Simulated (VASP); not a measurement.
Wanted: the native input for a VASP 6.6.1 run.

```yaml
Task: relaxation of cell and atoms
Functional: PBE
Potentials_or_basis: VASP PAW PBE potentials, release 64 (Mn_pv, H)
Cutoff: 600 eV
k_mesh: 12 × 12 × 2
Occupations: gaussian, width 0.1 eV
Spin: collinear spin, ferromagnetic start
Starting_moments: "[4.0, 0.0, 0.0, 0.0, 0.0] μB"
Dipole_correction: no
Further_INCAR_settings: ALGO = Normal; EDIFF = 1e-07; IBRION = 2; EDIFFG = -0.04; NSW = 90; ISIF = 3
```

The structure of MnH4 lies in POSCAR:

```
MnH4
1.0
    2.4172049600      0.0000000000      0.0000000000
   -1.2086024800      2.0933609000      0.0000000000
    0.0000000000      0.0000000000      7.7724775500
Mn H
1 4
Direct
    0.0000000000      0.0000000000      0.0000000000
    0.3333333300      0.6666666700      0.8658552800
    0.3333333300      0.6666666700      0.3767953500
    0.6666666700      0.3333333300      0.1341447200
    0.6666666700      0.3333333300      0.6232046500
```

The input as run:

INCAR

```
SYSTEM = MnH4
PREC = Accurate ; ENCUT = 600
EDIFF = 1E-7 ; ISMEAR = 0
SIGMA = 0.1 ; LREAL = .FALSE.
LASPH = .TRUE. ; NELM = 150
ALGO = Normal ; ISIF = 3
LWAVE = .FALSE. ; LCHARG = .FALSE.
ISPIN = 2 ; MAGMOM = 4 0 0 0 0
LORBIT = 11 ; LMAXMIX = 4
GGA = PE ; IBRION = 2
NSW = 90 ; EDIFFG = -0.04
```

KPOINTS

```
regular mesh
0
G
  12 12 2
  0 0 0
```

Potentials or basis: VASP PAW PBE potentials, release 64 (Mn_pv, H).

The run is started by

```console
$ cat potpaw_PBE.64/Mn_pv/POTCAR potpaw_PBE.64/H/POTCAR > POTCAR
$ mpirun -np 1 vasp_std > vasp.out
```

Results of the run:

| Quantity | Value |
| --- | --- |
| Relaxed volume | 8.00 Å³/atom |
| Relaxed cell | a = 2.436 Å, b = 2.436 Å, c = 7.789 Å, α = 90.00°, β = 90.00°, γ = 120.00° |
| Space group after relaxing (to 0.05 Å) | P-3m1 (No. 164) |
| Energy gained by relaxing | 542.9 meV/atom |
| Ionic steps | 30 |
| Pressure after relaxing | 0.1 GPa |
| Largest force after relaxing | 0.026 eV/Å |
| Net moment | 1.81 μB per cell |
| Site moments | Mn +1.83; H -0.03, +0.00 μB |
| Valence electrons inside the program's atomic spheres | Mn 12.03; H 0.57, 0.42 |

Caveat: the k points lie up to 0.40 Å⁻¹ apart in the final cell.

Run time: 17 min on 1 thread of Intel Xeon 6975P-C (shared host), peak memory 0.23 GiB.
